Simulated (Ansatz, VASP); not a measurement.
## Al3GaN4: VASP beside Ansatz

```
Al Ga N
1.0
     4.40776   -0.00009    0.00013
    -0.00010    4.40747    0.00014
     0.00018    0.00019    4.40648
Al Ga N
3 1 4
Cartesian
  2.2039 2.2037 0.0001
  2.2040 0.0001 2.2033
  0.0001 2.2039 2.2033
  0.0000 0.0000 0.0000
  3.2825 3.2822 1.1252
  3.2826 1.1252 3.2817
  1.1253 3.2824 3.2817
  1.1252 1.1252 1.1250
```

Change from the starting cell: all atoms moved at random, sigma 0.15 Å a component, cell strained at random, sigma 0.06; relaxed back.

Alike in both runs: functional PBEsol; k mesh 6 × 6 × 6; occupations gaussian, width 0.05 eV; no spin polarisation.

Ansatz relaxed the structure, and its values are those at the end. VASP's run is a single point on that final structure, the one shown.

```csv
,VASP,Ansatz
version,VASP 6.6.1,Ansatz 0.2.0
potentials or method,"VASP PAW PBE potentials, release 64 (Al, Ga_d, N), cutoff 520 eV","scalar-relativistic, plane waves, PAW"
valence electrons in the cell,42,42
```

VASP gave:

| Quantity | Value |
| --- | --- |
| gap on the k mesh at the Fermi level (eV) | 3.31 |
| least direct gap on the mesh (eV) | 3.31 |
| pressure (GPa) | -0.1 |
| rms of the force components (eV/Å) | 0.003 |

Problem. Which values does Ansatz return?

Solution. gap on the k mesh at the Fermi level (eV): 3.32; least direct gap on the mesh (eV): 3.32; pressure (GPa): 0.0; rms of the force components (eV/Å): 0.000.

VASP's potentials were made for PBE, not for PBEsol. The functional is the same, so the differences come from potentials, cutoffs and numerics.
